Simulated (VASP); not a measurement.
Wanted: the native input for a VASP 6.6.1 run.

```
Task                   : single point
Functional             : PBE
Potentials or basis    : VASP PAW PBE potentials, release 64 (Ti_sv, W_sv)
Cutoff                 : 520 eV
k mesh                 : 3 × 3 × 3
Occupations            : gaussian, width 0.1 eV
Spin                   : no spin polarisation
Dipole correction      : no
Further INCAR settings : LREAL = Auto; ALGO = Normal; EDIFF = 1e-06; NBANDS = 117
```

The structure of TiW14 (a cell with a defect) lies in POSCAR:

```
TiW14
1.0
    6.3200000000      0.0000000000      0.0000000000
    0.0000000000      6.3200000000      0.0000000000
    0.0000000000      0.0000000000      6.3200000000
Ti W
1 14
Direct
    0.1841250000      0.1831615506      0.1835549051
    0.5067248418     -0.0066072785     -0.0062137658
   -0.0056409810      0.5057577532     -0.0062137658
   -0.0056414557     -0.0066074367      0.5061517405
    0.4963575949      0.4953911392     -0.0025481013
    0.4963574367     -0.0029425633      0.4957849684
    0.7402806962      0.2531647152      0.2535591772
   -0.0019753165      0.4953906646      0.4957848101
    0.2541318038      0.7393137658      0.2535590190
    0.2541318038      0.2531648734      0.7397079114
    0.4983735759      0.4974063291      0.4978006329
    0.7576047468      0.7566379747      0.2473343354
    0.7576049051      0.2469400316      0.7570322785
    0.2479069620      0.7566384494      0.7570321203
    0.7495669304      0.7486004747      0.7489943038
```

The input as run:

INCAR

```
SYSTEM = TiW14
ALGO = Normal ; EDIFF = 1E-6
ENCUT = 520 ; GGA = PE
ISIF = 2 ; ISMEAR = 0
LASPH = .TRUE. ; LCHARG = .FALSE.
LREAL = Auto ; LWAVE = .FALSE.
NBANDS = 117 ; NELM = 80
PREC = Accurate ; SIGMA = 0.1
```

KPOINTS

```
k-points
0
G
  3 3 3
  0 0 0
```

Potentials or basis: VASP PAW PBE potentials, release 64 (Ti_sv, W_sv).

The run is started by

```bash
$ cat potpaw_PBE.64/Ti_sv/POTCAR potpaw_PBE.64/W_sv/POTCAR > POTCAR
$ mpirun -np 1 vasp_std > vasp.out
```

Results of the run:

| Item | Value |
| --- | --- |
| Pressure | 0.7 GPa |
| Largest force | 1.208 eV/Å |
| Band gap on the k mesh | zero (bands 104 and 105 overlap by 0.88 eV) |

Caveat: spin-orbit coupling is left out, which moves the levels of the heavy elements.

Run time: 5.5 min on 1 thread of Intel(R) Xeon(R) Platinum 8375C CPU @ 2.90GHz (Ice Lake), with other jobs on the host, peak memory 0.39 GiB.
